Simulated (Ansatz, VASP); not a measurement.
# One calculation of Te2Mo, two programs

The input INCAR:

```
SYSTEM = Te2Mo
  PREC = Accurate
  ENCUT = 520
  EDIFF = 1E-6
  ISMEAR = 0
  SIGMA = 0.02
  LREAL = .FALSE.
  LASPH = .TRUE.
  NELM = 80
  ALGO = Normal
  ISIF = 2
  LWAVE = .FALSE.
  LCHARG = .FALSE.
  GGA = PS
  NBANDS = 20
```

Contents of KPOINTS:

```
regular mesh
0
G
  9 9 2
  0 0 0
```

The input POSCAR:

```
Te2Mo
1.0
    3.5602328140      0.0000000000      0.0000000000
   -1.7801164070      3.0832520603      0.0000000000
    0.0000000000      0.0000000000     17.5240578200
Te Mo
2 1
Direct
    0.3333333300      0.6666666700      0.8978554500
    0.3333333300      0.6666666700      0.1021445500
    0.0126396228      0.0000000000      0.0000000000
```

Input for Ansatz:

```yaml
crystal:
  lattice:
    - [3.560232814, 0.0, 0.0]
    - [-1.780116407, 3.0832520603, 0.0]
    - [0.0, 0.0, 17.52405782]
  atoms:
    - { symbol: Te, position: [0.33333333, 0.66666667, 0.89785545] }
    - { symbol: Te, position: [0.33333333, 0.66666667, 0.10214455] }
    - { symbol: Mo, position: [0.0126396228, 0.0, 0.0] }
basis:
  ecutwfc: 420
kpoints:
  mp_grid: { grid: [9, 9, 2] }
hamiltonian:
  xc: pbesol
scf:
  occupations: { method: gaussian, width: 0.02 }
output:
  forces: true
  stress: true
  eigenvalues: true
  populations: true
```

Change from the starting cell: one atom moved.

Alike in both runs: task single point; functional PBEsol; k mesh 9 × 9 × 2; occupations gaussian, width 0.02 eV; no spin polarisation.

```csv
,VASP,Ansatz
version,VASP 6.6.1,Ansatz 0.2.0
potentials or method,"VASP PAW PBE potentials, release 64 (Te, Mo_sv), cutoff 520 eV","scalar-relativistic, plane waves, PAW"
valence electrons in the cell,26,46
```

```tsv
	VASP	Ansatz	Ansatz less VASP
gap on the k mesh at the Fermi level (eV)	1.05	1.05	+0.001
least direct gap on the mesh (eV)	1.05	1.05	+0.001
rms of the force components (eV/Å)	0.260	0.263	+0.0034
```

VASP's potentials were made for PBE, not for PBEsol. Atom by atom the forces differ by 0.014 eV/Å (rms over components). VASP's potentials hold 26 valence electrons a cell and Ansatz's 46, so a difference there can come from the potentials and not from the codes.

Neither program's run includes spin-orbit coupling.
